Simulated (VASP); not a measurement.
Input of a VASP 6.6.1 run:

INCAR

```
PREC = Accurate
ENCUT = 520
EDIFF = 1E-6
ISMEAR = 0
SIGMA = 0.15
LREAL = False
LASPH = True
NELM = 60
ALGO = Fast
ISIF = 2
LWAVE = False
LCHARG = True
LELF = True
LVHAR = True
NBANDS = 12
```

The input KPOINTS:

```
regular mesh
0
Gamma
  20 20 20
```

POSCAR

```
Ti
1.0
   -1.7394600000      1.7394600000      1.6410000000
    1.7394600000     -1.7394600000      1.6410000000
    1.7394600000      1.7394600000     -1.6410000000
Ti
1
Direct
    0.0000000000      0.0000000000      0.0000000000
```

Potentials or basis: VASP PAW LDA potentials, release 64 (Ti_sv).

The run is started by

```sh
$ cat potpaw_LDA.64/Ti_sv/POTCAR > POTCAR
$ mpirun -np 1 vasp_std > vasp.out
```

(1) Predict the band gap on the k mesh.

(2) Predict the pressure.

Answers

(1) zero (band 6 reaches 7.37 eV, above the bottom of band 7 at 5.96 eV).

(2) -18.2 GPa.

Caveat: the cell differs from its parent crystal (strain +0.0600 x Voigt [1, 1, 0, 0, 0, 0]).
